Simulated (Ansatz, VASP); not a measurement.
# One calculation of Ga2O3, two programs

Contents of INCAR:

```
ALGO = Normal ; EDIFF = 1E-6
ENCUT = 520 ; GGA = PS
ISIF = 2 ; ISMEAR = 0
LASPH = True ; LCHARG = False
LREAL = False ; LUSENCCL = False
LWAVE = False ; NBANDS = 55
NELM = 60 ; PREC = Accurate
SIGMA = 0.02
```

File KPOINTS:

```
k-points
0
Gamma
  8 8 4
```

The input POSCAR:

```
Ga2O3
1.0
    6.1387134722     -1.5236598588      0.0036360899
    6.1387134722      1.5236598588      0.0036360899
   -1.3804415279      0.0000000000      5.6441527271
Ga O
4 6
Direct
    0.3412681319      0.3412681319      0.6854239428
    0.6587318681      0.6587318681      0.3145760572
    0.9094817728      0.9094817728      0.2046052827
    0.0905182272      0.0905182272      0.7953947173
    0.5037661253      0.5037661253      0.7440673777
    0.4962338747      0.4962338747      0.2559326223
    0.8267789418      0.8267789418      0.4372302546
    0.1732210582      0.1732210582      0.5627697454
    0.1652737577      0.1652737577      0.1095892100
    0.8347262423      0.8347262423      0.8904107900
```

Input for Ansatz:

```yaml
crystal:
  lattice:
    - [6.1387134722, -1.5236598588, 0.0036360899]
    - [6.1387134722, 1.5236598588, 0.0036360899]
    - [-1.3804415279, 0.0, 5.6441527271]
  atoms:
    - { symbol: Ga, position: [0.3412681319, 0.3412681319, 0.6854239428] }
    - { symbol: Ga, position: [0.6587318681, 0.6587318681, 0.3145760572] }
    - { symbol: Ga, position: [0.9094817728, 0.9094817728, 0.2046052827] }
    - { symbol: Ga, position: [0.0905182272, 0.0905182272, 0.7953947173] }
    - { symbol: O, position: [0.5037661253, 0.5037661253, 0.7440673777] }
    - { symbol: O, position: [0.4962338747, 0.4962338747, 0.2559326223] }
    - { symbol: O, position: [0.8267789418, 0.8267789418, 0.4372302546] }
    - { symbol: O, position: [0.1732210582, 0.1732210582, 0.5627697454] }
    - { symbol: O, position: [0.1652737577, 0.1652737577, 0.10958921] }
    - { symbol: O, position: [0.8347262423, 0.8347262423, 0.89041079] }
basis:
  ecutwfc: 420
  xc_grid: 2
kpoints:
  mp_grid: { grid: [8, 8, 4] }
  band_path: { path: [VBM, CBM], npoints: 2 }
hamiltonian:
  xc: pbesol
scf:
  occupations: { method: gaussian, width: 0.02 }
output:
  forces: true
  stress: true
  eigenvalues: true
```

Alike in both runs: task single point; functional PBEsol; k mesh 8 × 8 × 4; occupations gaussian, width 0.02 eV; no spin polarisation.

```csv
,VASP,Ansatz
version,VASP 6.6.1,Ansatz 0.2.0
potentials or method,"VASP PAW PBE potentials, release 64 (Ga_d, O), cutoff 520 eV","scalar-relativistic, plane waves, PAW"
valence electrons in the cell,88,88
```

```csv
,VASP,Ansatz,Ansatz less VASP
gap on the k mesh at the Fermi level (eV),2.23,2.23,-0.001
least direct gap on the mesh (eV),2.24,2.24,-0.003
pressure (GPa),0.3,0.0,-0.28
"traceless stress, the component that is largest in VASP (GPa)",0.09,-0.01,-0.101
rms of the force components (eV/Å),0.009,0.002,-0.0071
```

VASP's potentials were made for PBE, not for PBEsol. Atom by atom the forces differ by 0.009 eV/Å (rms over components).
